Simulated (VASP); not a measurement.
# AlSn (P-6m2) in VASP: further runs

The runs below take AlSn through single point, with PBE.

Everything below comes from runs of VASP 6.6.1. Logs are shortened: lines on timing, memory, paths and dates and some standing lists are left out, and cuts for length are marked.

## Step 1: The cell of the first run

Symmetry: P-6m2, No. 187, hexagonal system. The conventional cell has a = 4.235 Å, b = 4.235 Å, c = 3.336 Å, α = 90.00°, β = 90.00°, γ = 120.00°. Within 3.9 Å of Al (site symmetry -6m2) lie 6 Sn at 2.96 Å and 2 Al at 3.34 Å. Sn (site symmetry -6m2) has 6 Al at 2.96 Å and 2 Sn at 3.34 Å within 3.9 Å.

## Step 2: Single point, PBE

INCAR reads:

```
SYSTEM = AlSn
ALGO     = Normal         ! electronic algorithm
EDIFF    = 1E-6           ! SCF threshold, eV
ENCUT    = 520            ! plane-wave cutoff, eV
GGA      = PE             ! functional
ISIF     = 2              ! what is computed and relaxed
ISMEAR   = 1              ! smearing method
LASPH    = .TRUE.         ! aspherical terms in the spheres
LCHARG   = .FALSE.        ! write CHGCAR
LREAL    = .FALSE.        ! projectors in reciprocal space
LWAVE    = .FALSE.        ! write WAVECAR
NBANDS   = 16             ! bands
NELM     = 100            ! most SCF steps
PREC     = Accurate       ! precision mode
SIGMA    = 0.1            ! smearing width, eV
```

KPOINTS reads:

```
k-points
0
G
  8 8 9
  0 0 0
```

POSCAR reads:

```
AlSn
1.0
    4.2350956240      0.0000000000      0.0000000000
   -2.1175478120      3.6676999501      0.0000000000
    0.0000000000      0.0000000000      3.3359837172
Al Sn
1 1
Direct
    0.0000000000      0.0000000000      0.0000000000
    0.3333333333      0.6666666667      0.5000000000
```

Potentials or basis: VASP PAW PBE potentials, release 64 (Al, Sn_d).

Command:

```bash
$ cat potpaw_PBE.64/Al/POTCAR potpaw_PBE.64/Sn_d/POTCAR > POTCAR
$ mpirun -np 1 vasp_std > vasp.out
```

OUTCAR:

```text
SYSTEM = AlSn
   EDIFF = 1E-6
   ENCUT = 520
   GGA = PE
   ISIF = 2
   ISMEAR = 1
   LASPH = .TRUE.
   LREAL = .FALSE.
   NELM = 100
   PREC = Accurate

 ion  position               nearest neighbor table
   1  0.000  0.000  0.000-   2 2.96   2 2.96   2 2.96   2 2.96   2 2.96   2 2.96
   2  0.333  0.667  0.500-   1 2.96   1 2.96   1 2.96   1 2.96   1 2.96   1 2.96

  LATTYP: Found a hexagonal cell.
 ALAT       =     4.2350956240
 C/A-ratio  =     0.7876997389

  Lattice vectors:

 A1 = (   4.2350956240,   0.0000000000,   0.0000000000)
 A2 = (  -2.1175478120,   3.6676999501,   0.0000000000)
 A3 = (   0.0000000000,   0.0000000000,   3.3359837172)

Analysis of symmetry for initial positions (statically):
=====================================================================
 Subroutine PRICEL returns:
 Original cell was already a primitive cell.

 Routine SETGRP: Setting up the symmetry group for a
 hexagonal supercell.

 Subroutine GETGRP returns: Found 12 space group operations
 (whereof 12 operations were pure point group operations)
 out of a pool of 24 trial point group operations.

The static configuration has the point symmetry D_3h.

Analysis of symmetry for dynamics (positions and initial velocities):
=====================================================================
 Subroutine PRICEL returns:
 Original cell was already a primitive cell.

 Routine SETGRP: Setting up the symmetry group for a
 hexagonal supercell.

 Subroutine GETGRP returns: Found 12 space group operations
 (whereof 12 operations were pure point group operations)
 out of a pool of 24 trial point group operations.

The dynamic configuration has the point symmetry D_3h.

 Subroutine INISYM returns: Found 12 space group operations
 (whereof 12 operations are pure point group operations),
 and found     1 'primitive' translations

----------------------------------------------------------------------------------------

                                     Primitive cell

  volume of cell :      51.8180

  direct lattice vectors                    reciprocal lattice vectors
     4.235095624  0.000000000  0.000000000     0.236122177  0.136325219  0.000000000
    -2.117547812  3.667699950  0.000000000     0.000000000  0.272650439  0.000000000
     0.000000000  0.000000000  3.335983717     0.000000000  0.000000000  0.299761655

  length of vectors
     4.235095624  4.235095236  3.335983717     0.272650414  0.272650439  0.299761655

  position of ions in fractional coordinates (direct lattice)
     0.000000000  0.000000000  0.000000000
     0.333333333  0.666666667  0.500000000
[... 74 lines left out ...]
   LASPH  =      T    aspherical Exc in radial PAW
   ENCUT  =  520.0 eV  38.22 Ry    6.18 a.u.   7.87  7.87  6.20*2*pi/ulx,y,z
   NELM   =    100;   NELMIN=  2; NELMDL= -5     # of ELM steps
   EDIFF  = 0.1E-05   stopping-criterion for ELM
   LREAL  =      F    real-space projection
   EDIFFG = 0.1E-04   stopping-criterion for IOM
   NSW    =      0    number of steps for IOM
   IBRION =     -1    ionic relax: 0-MD 1-quasi-New 2-CG
   NFREE  =      0    steps in history (QN), initial steepest desc. (CG)
   ISIF   =      2    stress and relaxation
   ISYM   =      2    0-nonsym 1-usesym 2-fastsym
   POTIM  = 0.5000    time-step for ionic-motion
   TEBEG  =    0.0;   TEEND  =   0.0 temperature during run
   PSTRESS=    0.0 pullay stress
   NELECT =      17.0000    total number of electrons
   NUPDOWN=      -1.0000    fix difference up-down
   EMIN   =  10.00;   EMAX   =-10.00  energy-range for DOS
   EFERMI =   0.00;   METHOD = LEGACY
   ISMEAR =     1;   SIGMA  =   0.10  broadening in eV -4-tet -1-fermi 0-gaus
   EFERMI_NEDOS =   21; number of points for ismear=-14 and -15
   IALGO  =     38    algorithm
   IMIX   =      4    mixing-type and parameters
     AMIX     =   0.40;   BMIX     =  1.00
     AMIX_MAG =   1.60;   BMIX_MAG =  1.00
  volume/ion in A,a.u.               =      25.91       174.84
  Fermi-wavevector in a.u.,A,eV,Ry     =   1.129096  2.133682 17.345490  1.274858
  Thomas-Fermi vector in A             =   2.265788
   LORBIT       =      0    0 simple, 1 ext, 2 COOP (PROOUT), +10 PAW based schemes
   GGA     = PE    functional components
   LHFCALC =     F    Hartree Fock is set to
   AEXX    =    0.0000 exact exchange contribution
   IVDW    =     0    specifies the selected vdW correction
   LEPSILON=     F    determine dielectric tensor
   LRPA    =     F    only Hartree local field effects (RPA)
 non-spin polarized calculation
 Methfessel and Paxton  Order N= 1 SIGMA  =   0.10
  energy-cutoff  :      520.00
  volume of cell :       51.82
 maximum number of plane-waves:      1428
 NGX is ok and might be reduce to    32
   NGX = 15   NGY = 15   NGZ = 13

 number of electron      17.0000001 magnetization

 Free energy of the ion-electron system (eV)
  ---------------------------------------------------
  ext. energy  EPLUGINS =         0.00000000
  ---------------------------------------------------
  free energy    TOTEN  =        -7.16806543 eV

  energy without entropy =       -7.16659537  energy(sigma->0) =       -7.16757541

 E-fermi :   6.2115     XC(G=0):  -9.4579

 val. band max:        6.2086946542   @ k =   0.3750   0.1250   0.4444
 cond. band min:       6.2211207661   @ k =   0.2500   0.2500   0.2222
 fundamental gap:      0.0124261120
 Fermi energy:         6.2114683974

 k-point     1 :       0.0000    0.0000    0.0000
  band No.  band energies     occupation
      1     -15.2208      2.00000
      2     -15.1066      2.00000
      3     -15.1066      2.00000
      4     -15.1020      2.00000
      5     -15.1020      2.00000
      6      -4.1281      2.00000
[... 433 lines left out ...]
      3     -15.1281      2.00000
      4     -15.1041      2.00000
      5     -15.0890      2.00000
      6      -2.1584      2.00000
[... 8 lines left out ...]
     15      15.3203      0.00000
     16      17.7850      0.00000

 [... further k-points ...]
[... 5 lines left out ...]
  --------------------------------------------------------------------------------------
  -------------------------------------------------------------------------------------
  Total       -0.1751878     -0.1751877     -0.9233978     -0.0000000     -0.0000000      0.0000000
  in kB       -5.4166831     -5.4166818    -28.5508117     -0.0000000     -0.0000000      0.0000000
  external PRESSURE =     -13.1280589 kB  Pullay stress =       0.0000000 kB

 VOLUME and BASIS-vectors are now :
 -----------------------------------------------------------------------------
  energy-cutoff  :      520.00
  volume of cell :       51.82
      direct lattice vectors                 reciprocal lattice vectors
     4.235095624  0.000000000  0.000000000     0.236122177  0.136325219  0.000000000
    -2.117547812  3.667699950  0.000000000     0.000000000  0.272650439  0.000000000
     0.000000000  0.000000000  3.335983717     0.000000000  0.000000000  0.299761655

 POSITION                                       TOTAL-FORCE (eV/Angst)
 -----------------------------------------------------------------------------------
      0.00000      0.00000      0.00000         0.000000      0.000000      0.000000
     -0.00000      2.44513      1.66799        -0.000000      0.000000      0.000000
 -----------------------------------------------------------------------------------
    total drift:                                0.000000      0.000004     -0.000000

  FREE ENERGIE OF THE ION-ELECTRON SYSTEM (eV)
  ---------------------------------------------------
  free  energy   TOTEN  =        -7.1680654346 eV

  energy  without entropy=       -7.1665953716  energy(sigma->0) =       -7.16757541
```

OSZICAR:

```text
N       E                     dE             d eps       ncg     rms          rms(c)
DAV:   1     0.964300198027E+02    0.96430E+02   -0.77050E+03  1616   0.123E+03
DAV:   2     0.744110314871E+00   -0.95686E+02   -0.91957E+02  1760   0.328E+02
DAV:   3    -0.699503767989E+01   -0.77391E+01   -0.77084E+01  2032   0.754E+01
DAV:   4    -0.719034842916E+01   -0.19531E+00   -0.19528E+00  2000   0.127E+01
DAV:   5    -0.719916191051E+01   -0.88135E-02   -0.88134E-02  2416   0.262E+00    0.211E+00
DAV:   6    -0.717771406613E+01    0.21448E-01   -0.17696E-02  2120   0.184E+00    0.121E+00
DAV:   7    -0.716796068077E+01    0.97534E-02   -0.18786E-02  2184   0.173E+00    0.142E-01
DAV:   8    -0.716801721756E+01   -0.56537E-04   -0.20004E-03  2176   0.560E-01    0.496E-02
DAV:   9    -0.716806147210E+01   -0.44255E-04   -0.99815E-05  2088   0.815E-02    0.105E-02
DAV:  10    -0.716806438630E+01   -0.29142E-05   -0.70117E-06  2096   0.193E-02    0.507E-03
DAV:  11    -0.716806549714E+01   -0.11108E-05   -0.23663E-06  2000   0.906E-03    0.141E-03
DAV:  12    -0.716806543459E+01    0.62546E-07   -0.10840E-07  1256   0.416E-03
   1 F= -.71680654E+01 E0= -.71675754E+01  d E =-.147006E-02
```

stdout:

```text
POSCAR found type information on POSCAR AlSn
 POSCAR found :  2 types and       2 ions
 scaLAPACK will be used
 LDA part: xc-table for (Slater+PW92), standard interpolation
 POSCAR, INCAR and KPOINTS ok, starting setup
 FFT: planning ... GRIDC
 FFT: planning ... GRID_SOFT
 FFT: planning ... GRID
 WAVECAR not read
 entering main loop
```

Run time: 48 s. Hardware: 1 thread of Intel Xeon 8259CL, shared host; peak memory 0.19 GiB.

What came out:

| Property | Result |
| --- | --- |
| Free energy | -7.1681 eV |
| Pressure | -1.3 GPa |
| Band gap on the k mesh | zero (an odd number of electrons rules out a gap without spin polarisation) |

Caveat: spin-orbit coupling is left out, which moves the levels of the heavy elements.

## Step 3: Single point, PBE

This run uses another cell than the first one, of 26.58 Å³/atom.

INCAR reads:

```
SYSTEM = AlSn
  PREC = Accurate
  ENCUT = 520
  EDIFF = 1E-6
  ISMEAR = 1
  SIGMA = 0.1
  LREAL = .FALSE.
  LASPH = .TRUE.
  NELM = 80
  ALGO = Normal
  ISIF = 2
  LWAVE = .FALSE.
  LCHARG = .FALSE.
  GGA = PE
  NBANDS = 16
```

KPOINTS reads:

```
regular mesh
0
G
  8 8 9
  0 0 0
```

POSCAR reads:

```
AlSn
1.0
    4.2714501543      0.0000000000      0.0000000000
   -2.1357250772      3.6991838931      0.0000000000
    0.0000000000      0.0000000000      3.3646201712
Al Sn
1 1
Direct
    0.0000000000      0.0000000000      0.0000000000
    0.3333333333      0.6666666667      0.5000000000
```

Potentials or basis: VASP PAW PBE potentials, release 64 (Al, Sn_d).

Command:

```bash
$ cat potpaw_PBE.64/Al/POTCAR potpaw_PBE.64/Sn_d/POTCAR > POTCAR
$ mpirun -np 1 vasp_std > vasp.out
```

Run time: 47 s. Hardware: 1 thread of Intel Xeon 8259CL, shared host; peak memory 0.19 GiB.

Results (log left out):

```
Free energy            : -7.1532 eV
Pressure               : -2.3 GPa
Band gap on the k mesh : zero (an odd number of electrons rules out a gap without spin polarisation)
```

Stress tensor (GPa, compression positive):
```
-1.65  0.00  0.00
 0.00 -1.65  0.00
 0.00  0.00 -3.49
```

Levels at points of the mesh, in eV from the Fermi level:
```
           k point  band 6  band 7  band 8  band 9  band 10  band 11
(0.00, 0.00, 0.00)  -10.17   -0.25   -0.25    0.34     2.45     3.05
(0.50, 0.00, 0.00)   -8.46   -6.15   -1.77    0.53     4.17     6.19
```

Caveat: spin-orbit coupling is left out, which moves the levels of the heavy elements.

(Continued in part 2 of 2.)
